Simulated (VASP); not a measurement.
Here is a VASP 6.6.1 calculation.

File INCAR:

```
PREC = Accurate
ENCUT = 600
EDIFF = 1E-6
ISMEAR = 0
SIGMA = 0.1
LREAL = F
LASPH = T
NELM = 80
ALGO = Normal
ISIF = 3
LWAVE = F
LCHARG = F
GGA = PE
IBRION = 2
NSW = 90
EDIFFG = -0.04
```

File KPOINTS:

```
Automatic mesh
0
Gamma
  6 6 4
```

The input POSCAR:

```
ScBi2
1.0
    4.3277398080      0.0000000000      0.0000000000
   -2.1638699040      3.7479326147      0.0000000000
    0.0000000000      0.0000000000      4.6728087628
Sc Bi
1 2
Direct
    0.0000000000      0.0000000000      0.0000000000
    0.3333333333      0.6666666667      0.5000000000
    0.6666666667      0.3333333333      0.5000000000
```

Potentials or basis: VASP PAW PBE potentials, release 64 (Sc_sv, Bi_d).

Command:

```bash
$ cat potpaw_PBE.64/Sc_sv/POTCAR potpaw_PBE.64/Bi_d/POTCAR > POTCAR
$ mpirun -np 1 vasp_std > vasp.out
```

Problem. Predict the band gap on the k mesh.

Solution. Zero (an odd number of electrons rules out a gap without spin polarisation).

Problem. What does it give for the relaxed cell?

Solution. a = 5.461 Å, b = 5.461 Å, c = 3.386 Å, α = 90.00°, β = 90.00°, γ = 120.00°.

Problem. What does it give for the space group after relaxing (to 0.1 Å)?

Solution. P6/mmm (No. 191).

Final structure:
```
CELL_PARAMETERS angstrom
5.46131 0.00000 0.00000
-2.73066 4.72964 0.00000
0.00000 0.00000 3.38619
ATOMIC_POSITIONS crystal
Sc 0.00000 0.00000 0.00000
Bi 0.33333 0.66667 0.50000
Bi 0.66667 0.33333 0.50000
```

Caveat: spin-orbit coupling is left out, which moves the levels of the heavy elements.
